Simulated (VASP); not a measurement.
## C: single point with LDA

C:

```
C
1.0
     0.00000    1.76091    1.76091
     1.76091    0.00000    1.76091
     1.76091    1.76091    0.00000
C
2
Direct
  0.50000 0.50000 0.50000
  0.75000 0.75000 0.75000
```

```yaml
Program: VASP 6.6.1
Task: single point
Functional: LDA
Potentials_or_basis: VASP PAW LDA potentials, release 64 (C_h)
Cutoff: 910 eV
k_mesh: 10 × 10 × 10
Occupations: gaussian, width 0.01 eV
Spin: no spin polarisation
Dipole_correction: no
Second_run: hard_potentials
Further_INCAR_settings: ALGO = Normal; EDIFF = 1e-06; NBANDS = 11
```

* Pressure: 4.7 GPa
* Band gap on the k mesh: 4.23 eV, indirect (least direct gap 5.65 eV)

Levels at points of the mesh, in eV from the valence-band top:
| k point | band 1 | band 2 | band 3 | band 4 | band 5 | band 6 | band 7 | band 8 |
| --- | --- | --- | --- | --- | --- | --- | --- | --- |
| (0.00, 0.00, 0.00) | -21.83 | 0.00 | 0.00 | 0.00 | 5.65 | 5.65 | 5.65 | 14.43 |
| (0.50, 0.00, 0.00) | -15.77 | -13.79 | -2.89 | -2.89 | 8.55 | 8.55 | 9.54 | 15.75 |
| (0.50, 0.50, 0.00) | -12.88 | -12.88 | -6.52 | -6.52 | 4.79 | 4.79 | 17.20 | 17.20 |

It used 17 s of CPU time on 1 thread of AMD EPYC 7R13 Processor (Zen 3), on a shared host.

Caveat: the cutoff is under 1.25 times the usual one of these potentials, so pressure, stress and relaxed cells hold a basis-set (Pulay) error. A k mesh can miss the band edges.
